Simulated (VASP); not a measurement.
WC (Qusongite), 2 atoms in the cell. It takes space group P-6m2 (No. 187, hexagonal). Conventional cell: a = 2.857 Å, b = 2.857 Å, c = 2.789 Å, α = 90.00°, β = 90.00°, γ = 120.00°. W (site symmetry -6m2) has 6 C at 2.16 Å and 8 W at 2.79 to 2.86 Å within 2.9 Å. C (site symmetry -6m2) has 6 W at 2.16 Å and 8 C at 2.79 to 2.86 Å within 2.9 Å. 

- Program: VASP 6.6.1
- Task: single point
- Functional: r2SCAN
- Potentials or basis: VASP PAW PBE potentials, release 64 (W_sv, C)
- Cutoff: 520 eV
- k mesh: 11 × 11 × 10
- Occupations: fermi-dirac, width 0.05 eV
- Spin: no spin polarisation
- Dipole correction: no
- Further INCAR settings: ALGO = Normal; EDIFF = 1e-06; NBANDS = 16

Potentials or basis: VASP PAW PBE potentials, release 64 (W_sv, C).

Command:

```bash
$ cat potpaw_PBE.64/W_sv/POTCAR potpaw_PBE.64/C/POTCAR > POTCAR
$ cp INCAR.step1 INCAR
$ mpirun -np 1 vasp_std > vasp.out
$ cp INCAR.step2 INCAR
$ mpirun -np 1 vasp_std > vasp.out
```

Hardware: 1 thread of AMD EPYC 7R43 64-Core Processor (Zen 3), on a shared host.

Q: How long does it take, and how much memory?

A: Run time: 110 s on 1 thread of AMD EPYC 7R43 64-Core Processor (Zen 3), on a shared host, peak memory 0.13 GiB. Counts: k points 96.
